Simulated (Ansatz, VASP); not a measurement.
**Two plane-wave programs on Al3Cu2**

File INCAR:

```
SYSTEM = Al3Cu2
  PREC = Accurate
  ENCUT = 520
  EDIFF = 1E-6
  ISMEAR = 0
  SIGMA = 0.15
  LREAL = .FALSE.
  LASPH = .TRUE.
  NELM = 100
  ALGO = Fast
  ISIF = 2
  LWAVE = .FALSE.
  LCHARG = .FALSE.
  GGA = PS
  NBANDS = 24
```

File KPOINTS:

```
regular mesh
0
G
  12 12 10
  0 0 0
```

File POSCAR:

```
Al3Cu2
1.0
    4.3137613455      0.0000000000      0.0000000000
   -2.1568806727      3.7358269110      0.0000000000
    0.0000000000      0.0000000000      4.9821008425
Al Cu
3 2
Direct
    0.0000000000      0.0000000000      0.0000000000
    0.3333333333      0.6666666667      0.3515059809
    0.6666666667      0.3333333333      0.6484940191
    0.3333333333      0.6666666667      0.8422899817
    0.6666666667      0.3333333333      0.1577100183
```

Input for Ansatz:

```yaml
crystal:
  lattice:
    - [4.3137613455, 0.0, 0.0]
    - [-2.1568806727, 3.735826911, 0.0]
    - [0.0, 0.0, 4.9821008425]
  atoms:
    - { symbol: Al, position: [0.0, 0.0, 0.0] }
    - { symbol: Al, position: [0.3333333333, 0.6666666667, 0.3515059809] }
    - { symbol: Al, position: [0.6666666667, 0.3333333333, 0.6484940191] }
    - { symbol: Cu, position: [0.3333333333, 0.6666666667, 0.8422899817] }
    - { symbol: Cu, position: [0.6666666667, 0.3333333333, 0.1577100183] }
basis:
  ecutwfc: 420
kpoints:
  mp_grid: { grid: [12, 12, 10] }
hamiltonian:
  xc: pbesol
scf:
  occupations: { method: gaussian, width: 0.15 }
output:
  forces: true
  stress: true
  eigenvalues: true
```

Change from the starting cell: strain +0.0525 x Voigt [1, 1, 0, 0, 0, 0], atoms carried along.

Alike in both runs: task single point; functional PBEsol; k mesh 12 × 12 × 10; occupations gaussian, width 0.15 eV; no spin polarisation.

|  | VASP | Ansatz |
| --- | --- | --- |
| version | VASP 6.6.1 | Ansatz 0.2.0 |
| potentials or method | VASP PAW PBE potentials, release 64 (Al, Cu), cutoff 520 eV | scalar-relativistic, plane waves, PAW |
| valence electrons in the cell | 31 | 47 |

VASP gave:

```
gap on the k mesh at the Fermi level (eV)                     : none
pressure (GPa)                                                : -8.7
traceless stress, the component that is largest in VASP (GPa) : 4.42
rms of the force components (eV/Å)                            : 0.057
```

Question: What did Ansatz give for the same quantities?

Answer: gap on the k mesh at the Fermi level (eV): none; pressure (GPa): -8.5; traceless stress, the component that is largest in VASP (GPa): 4.41; rms of the force components (eV/Å): 0.059.

VASP's potentials were made for PBE, not for PBEsol. Atom by atom the forces differ by 0.002 eV/Å (rms over components). A gap of «none» marks a metal or a gap that the smearing closes. VASP's potentials hold 31 valence electrons a cell and Ansatz's 47, so a difference there can come from the potentials and not from the codes.
